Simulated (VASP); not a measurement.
Wanted: the native input for a VASP 6.6.1 run.

- Task: single point
- Functional: PBE
- Potentials or basis: VASP PAW PBE potentials, release 64 (Zn, S, O)
- Cutoff: 520 eV
- k mesh: 6 × 6 × 2
- Occupations: gaussian, width 0.1 eV
- Spin: no spin polarisation
- Dipole correction: no
- Further INCAR settings: ALGO = Normal; EDIFF = 1e-06; NBANDS = 46

The structure of Zn4SO3 lies in POSCAR:

```
Zn4SO3
1.0
    3.4236972000      0.0000000000      0.0000000000
   -1.7118486000      2.9650087000      0.0000000000
    0.0000000000      0.0000000000     11.1011806000
Zn S O
4 1 3
Direct
    0.6666667000      0.3333333000      0.0320510000
    0.6666667000      0.3333333000      0.4917760000
    0.0000000000      0.0000000000      0.2620520000
    0.0000000000      0.0000000000      0.7232950000
    0.0000000000      0.0000000000      0.9356130000
    0.6666667000      0.3333333000      0.2112260000
    0.6666667000      0.3333333000      0.6720480000
    0.0000000000      0.0000000000      0.4419390000
```

One way to write it, as run:

INCAR

```
SYSTEM = Zn4SO3
PREC     = Accurate       ! precision mode
ENCUT    = 520            ! plane-wave cutoff, eV
EDIFF    = 1E-6           ! SCF threshold, eV
ISMEAR   = 0              ! smearing method
SIGMA    = 0.1            ! smearing width, eV
LREAL    = .FALSE.        ! projectors in reciprocal space
LASPH    = .TRUE.         ! aspherical terms in the spheres
NELM     = 80             ! most SCF steps
ALGO     = Normal         ! electronic algorithm
ISIF     = 2              ! what is computed and relaxed
LWAVE    = .FALSE.        ! write WAVECAR
LCHARG   = .FALSE.        ! write CHGCAR
GGA      = PE             ! functional
NBANDS   = 46             ! bands
```

KPOINTS

```
Automatic mesh
0
G
  6 6 2
  0 0 0
```

Potentials or basis: VASP PAW PBE potentials, release 64 (Zn, S, O).

Launch:

```sh
$ cat potpaw_PBE.64/Zn/POTCAR potpaw_PBE.64/S/POTCAR potpaw_PBE.64/O/POTCAR > POTCAR
$ mpirun -np 1 vasp_std > vasp.out
```

Results of the run:

| Property | Result |
| --- | --- |
| Pressure | 0.6 GPa |
| Largest force | 0.065 eV/Å |
| Band gap on the k mesh | zero (filled and empty bands touch) |

Wall time 45 s on 1 thread of Intel(R) Xeon(R) 6975P-C (Granite Rapids), with other jobs on the host, peak memory 0.26 GiB.
